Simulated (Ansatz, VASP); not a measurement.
**Y: VASP beside Ansatz**

```xyz
1
Lattice="3.3095 0.0000 0.0000 0.0000 3.3095 0.0000 0.0000 0.0000 3.3095" Properties=species:S:1:pos:R:3 pbc="T T T"
Y     0.0000    0.0000    0.0000
```

Alike in both runs: task single point; functional r2SCAN; k mesh 11 × 11 × 11; occupations fermi-dirac, width 0.1 eV; no spin polarisation.

|  | VASP | Ansatz |
| --- | --- | --- |
| version | VASP 6.6.1 | Ansatz 0.2.0 |
| potentials or method | VASP PAW PBE potentials, release 64 (Y_sv), cutoff 550 eV | plane waves (500 eV) with PAW, scalar-relativistic |
| valence electrons in the cell | 11 | 11 |

```tsv
	VASP	Ansatz	Ansatz less VASP
pressure (GPa)	-0.8	-1.1	-0.33
```

VASP's potentials were made for PBE, not for r2SCAN.
